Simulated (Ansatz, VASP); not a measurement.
# SiC: VASP beside Ansatz

```
CELL_PARAMETERS angstrom
3.09637 0.00000 0.00000
-1.54818 2.68153 0.00000
0.00000 0.00000 5.08143
ATOMIC_POSITIONS crystal
Si 0.33333 0.66667 0.00000
Si 0.66667 0.33333 0.50000
C 0.33333 0.66667 0.38500
C 0.66667 0.33333 0.88500
```

Change from the starting cell: volume scaled by 1.02.

Alike in both runs: task single point; functional PBE; k mesh 15 × 15 × 8; occupations fermi-dirac, width 0.08 eV; no spin polarisation.

|  | VASP | Ansatz |
| --- | --- | --- |
| version | VASP 6.6.1 | Ansatz 0.2.0 |
| potentials or method | VASP PAW PBE potentials, release 64 (Si, C), cutoff 520 eV | all-electron LAPW, scalar-relativistic |

Ansatz gave:

```
pressure (GPa)                                                : -0.6
traceless stress, the component that is largest in VASP (GPa) : -2.69
rms of the force components (eV/Å)                            : 0.417
```

**Question.** What did VASP give for the same quantities?

**Answer.** Pressure (GPa): -0.7; traceless stress, the component that is largest in VASP (GPa): -2.70; rms of the force components (eV/Å): 0.417.

Atom by atom the forces differ by 0.000 eV/Å (rms over components). Ansatz ran all-electron here, and VASP with PAW potentials.
